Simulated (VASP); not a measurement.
A run of VASP 6.6.1 is set up as follows.

Contents of INCAR:

```
SYSTEM = HoNb2As3
PREC = Accurate
ENCUT = 500
EDIFF = 1E-7
ISMEAR = 0
SIGMA = 0.1
LREAL = .FALSE.
LASPH = .TRUE.
NELM = 200
ALGO = Normal
ISIF = 3
LWAVE = .FALSE.
LCHARG = .FALSE.
GGA = PE
IBRION = 2
NSW = 100
EDIFFG = -0.01
GGA_COMPAT = .FALSE.
NELMIN = 4
LMAXMIX = 6
```

The input KPOINTS:

```
Automatic mesh
0
G
  6 6 10
  0 0 0
```

Contents of POSCAR:

```
HoNb2As3
1.0
    5.8557689321      0.0000000000      0.0000000000
   -2.9278844660      5.0712446539      0.0000000000
    0.0000000000      0.0000000000      4.0766161430
Ho Nb As
1 2 3
Direct
    0.0000000000      0.0000000000      0.0000000000
    0.6666666667      0.3333333333      0.0000000000
    0.3333333333      0.6666666667      0.0000000000
    0.0000000000      0.5000000000      0.5000000000
    0.5000000000      0.5000000000      0.5000000000
    0.5000000000      0.0000000000      0.5000000000
```

Potentials or basis: VASP PAW PBE potentials, release 64 (Ho_3, Nb_sv, As), 4f in core.

Run with:

```bash
$ cat potpaw_PBE.64/Ho_3/POTCAR potpaw_PBE.64/Nb_sv/POTCAR potpaw_PBE.64/As/POTCAR > POTCAR
$ mpirun -np 1 vasp_std > vasp.out
```

**Question.** Estimate the space group after relaxing (to 0.1 Å).

**Answer.** P6/mmm (No. 191).

**Question.** Predict the band gap on the k mesh.

**Answer.** Zero (bands 25 and 26 overlap by 1.25 eV).

**Question.** Estimate the relaxed volume.

**Answer.** 20.51 Å³/atom.

**Question.** What does it give for the relaxed cell?

**Answer.** a = 5.987 Å, b = 5.987 Å, c = 3.964 Å, α = 90.00°, β = 90.00°, γ = 120.00°.

Final structure:
```
CELL_PARAMETERS angstrom
5.98715 0.00000 0.00000
-2.99357 5.18502 0.00000
0.00000 0.00000 3.96444
ATOMIC_POSITIONS crystal
Ho 0.00000 0.00000 0.00000
Nb 0.66667 0.33333 0.00000
Nb 0.33333 0.66667 0.00000
As 0.00000 0.50000 0.50000
As 0.50000 0.50000 0.50000
As 0.50000 0.00000 0.50000
```

Caveat: spin-orbit coupling is left out, which moves the levels of the heavy elements; the 4f electrons are frozen in the core, so they carry no moment and show no levels. Spin polarisation is off, so any magnetic state and its effect on volume and gap are missing.
